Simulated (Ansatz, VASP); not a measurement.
**GdO: VASP beside Ansatz**

```
CELL_PARAMETERS angstrom
0.00000 2.70000 2.70000
2.70000 0.00000 2.70000
2.70000 2.70000 0.00000
ATOMIC_POSITIONS crystal
Gd 0.00000 0.00000 0.00000
O 0.75000 0.75000 0.75000
```

Alike in both runs: task single point; functional PBE; k mesh 7 × 7 × 7; occupations fermi-dirac, width 0.05 eV; collinear spin; fixed moment 3.5 μB.

|  | VASP | Ansatz |
| --- | --- | --- |
| version | VASP 6.6.1 | Ansatz 0.2.0 |
| potentials or method | VASP PAW PBE potentials, release 64 (Gd, O) | Ansatz PAW |
| plane-wave cutoff (eV) | 520 | 420 |
| valence electrons in the cell | 24 | 24 |

```tsv
	VASP	Ansatz	Ansatz less VASP
pressure (GPa)	-1.8	-1.8	-0.09
net moment per atom (μB)	1.75	1.75	0.000
size of the moment on the site where the two differ most (μB)	3.92	3.99	+0.067
```

Site moments also hang on the region over which each program counts them. With one functional, cell and mesh, what is left measures potentials, basis and numerics.

Neither program's run includes spin-orbit coupling.
